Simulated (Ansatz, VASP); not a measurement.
**InO2: VASP beside Ansatz**

```xyz
3
Lattice="3.3037 0.0000 0.0000 -1.6518 2.8611 0.0000 0.0000 0.0000 4.4045" Properties=species:S:1:pos:R:3 pbc="T T T"
In    0.0000    0.0000    0.0000
O     0.0000    1.9074    3.2450
O     0.0000    1.9074    1.1596
```

Change from the starting cell: species swapped into the Te2Mo type (P-6m2, No. 187).

Alike in both runs: functional PBE; k mesh 6 × 6 × 4; occupations gaussian, width 0.1 eV; no spin polarisation.

Ansatz relaxed the structure, and its values are those at the end. VASP's run is a single point on that final structure, the one shown.

|  | VASP | Ansatz |
| --- | --- | --- |
| version | VASP 6.6.1 | Ansatz 0.2.0 |
| potentials or method | VASP PAW PBE potentials, release 64 (In_d, O), cutoff 520 eV | scalar-relativistic, plane waves, PAW |
| valence electrons in the cell | 25 | 25 |

```csv
,VASP,Ansatz,Ansatz less VASP
gap on the k mesh at the Fermi level (eV),none,none,-
pressure (GPa),0.4,0.2,-0.28
rms of the force components (eV/Å),0.024,0.000,-0.0241
```

A gap of «none» marks a metal or a gap that the smearing closes. With one functional, cell and mesh, what is left measures potentials, basis and numerics.

The k mesh is coarse, so the values compare programs but aren't converged.
